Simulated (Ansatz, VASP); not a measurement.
**Sn2Ge in VASP and in Ansatz**

Contents of INCAR:

```
  PREC = Accurate
  ENCUT = 520
  EDIFF = 1E-7
  ISMEAR = -1
  SIGMA = 0.02
  LREAL = False
  LASPH = True
  NELM = 60
  ALGO = Normal
  ISIF = 2
  LWAVE = False
  LCHARG = False
  GGA = PE
  NBANDS = 51
```

KPOINTS

```
regular mesh
0
Gamma
  6 6 2
```

File POSCAR:

```
Sn2Ge
1.0
    4.4557997908      0.0000000000      0.0000000000
   -2.2278998954      3.8588358131      0.0000000000
    0.0000000000      0.0000000000     10.8302803197
Ge Sn
2 4
Direct
    0.0000000000      0.0000000000     -0.0074855361
    0.6666666667      0.3333333333      0.6717786840
    0.3333333333      0.6666666667      0.3344090057
    0.6666666667      0.3333333333      0.9175818747
    0.3333333333      0.6666666667      0.5964564279
    0.0000000000      0.0000000000      0.2372595438
```

Input for Ansatz:

```yaml
crystal:
  lattice:
    - [4.4557997908, 0.0, 0.0]
    - [-2.2278998954, 3.8588358131, 0.0]
    - [0.0, 0.0, 10.8302803197]
  atoms:
    - { symbol: Ge, position: [0.0, 0.0, -0.0074855361] }
    - { symbol: Ge, position: [0.6666666667, 0.3333333333, 0.671778684] }
    - { symbol: Sn, position: [0.3333333333, 0.6666666667, 0.3344090057] }
    - { symbol: Sn, position: [0.6666666667, 0.3333333333, 0.9175818747] }
    - { symbol: Sn, position: [0.3333333333, 0.6666666667, 0.5964564279] }
    - { symbol: Sn, position: [0.0, 0.0, 0.2372595438] }
kpoints:
  mp_grid: { grid: [6, 6, 2] }
  band_path:
    path:
      - [[0.0, 0.0, 0.0], [0.5, -6.013225225886e-17, -7.665520647963e-18], [0.3333333333333, 0.3333333333333, -3.115077448683e-18], [0.0, 0.0, 0.0], [-1.485067802989e-35, -2.548021614962e-35, 0.5], [0.5, -5.955621612935e-17, 0.5], [0.3333333333333, 0.3333333333333, 0.5], [-1.485067802989e-35, -2.548021614962e-35, 0.5]]
      - [[0.5, -5.955621612935e-17, 0.5], [0.5, -6.013225225886e-17, -7.665520647963e-18]]
      - [[0.3333333333333, 0.3333333333333, 0.5], [0.3333333333333, 0.3333333333333, -3.115077448683e-18]]
    npoints: 10
hamiltonian:
  xc: pbe
scf:
  occupations: { method: fermi_dirac, width: 0.02 }
  n_extra_bands: 5
output:
  forces: true
  stress: true
  eigenvalues: true
```

Alike in both runs: task single point; functional PBE; k mesh 6 × 6 × 2; occupations fermi-dirac, width 0.02 eV; no spin polarisation.

|  | VASP | Ansatz |
| --- | --- | --- |
| version | VASP 6.6.1 | Ansatz 0.2.0 |
| potentials or method | VASP PAW PBE potentials, release 64 (Ge_d, Sn_d) | plane waves, PAW |
| plane-wave cutoff (eV) | 520 | 420 |
| valence electrons in the cell | 84 | 84 |

Ansatz gave:

```
pressure (GPa)                                                : 1.9
traceless stress, the component that is largest in VASP (GPa) : 0.08
rms of the force components (eV/Å)                            : 0.026
```

Q: Which values does VASP return?

A: Pressure (GPa): 1.8; traceless stress, the component that is largest in VASP (GPa): 0.07; rms of the force components (eV/Å): 0.026.

Atom by atom the forces differ by 0.001 eV/Å (rms over components).
